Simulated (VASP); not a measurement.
Input of a VASP 6.6.1 run:

The input INCAR:

```
SYSTEM = Si2N
PREC = Accurate ; ENCUT = 520
EDIFF = 1E-6 ; ISMEAR = 0
SIGMA = 0.1 ; LREAL = .FALSE.
LASPH = .TRUE. ; NELM = 150
ALGO = Normal ; ISIF = 2
LWAVE = .FALSE. ; LCHARG = .FALSE.
ISPIN = 2 ; MAGMOM = 0 0 0 0 1 1
LORBIT = 11 ; GGA = PE
NBANDS = 26
```

KPOINTS

```
Automatic mesh
0
G
  4 4 6
  0 0 0
```

POSCAR

```
Si2N
1.0
    4.9054188400      0.0000000000      0.0000000000
    0.0000000000      5.0031918500      0.0000000000
    0.0000000000      0.0000000000      3.2947965800
Si N
4 2
Direct
    0.2878925800      0.3191676400      0.0000000000
    0.2121074200      0.8191676400      0.5000000000
    0.7121074200      0.6808323600      0.0000000000
    0.7878925800      0.1808323600      0.5000000000
    0.0000000000      0.0000000000      0.0000000000
    0.5000000000      0.5000000000      0.5000000000
```

Potentials or basis: VASP PAW PBE potentials, release 64 (Si, N).

Launch:

```bash
$ cat potpaw_PBE.64/Si/POTCAR potpaw_PBE.64/N/POTCAR > POTCAR
$ mpirun -np 1 vasp_std > vasp.out
```

Task: Predict the pressure.

Result: -2.3 GPa.

Task: What does it give for the net moment?

Result: 0.00 μB per cell.

Task: Estimate the largest force.

Result: 0.840 eV/Å.

Task: Estimate the band gap on the k mesh.

Result: Zero (filled and empty bands overlap).

Stress tensor (GPa, compression positive):
```
-2.08  0.00  0.00
 0.00  0.82  0.00
 0.00  0.00 -5.53
```
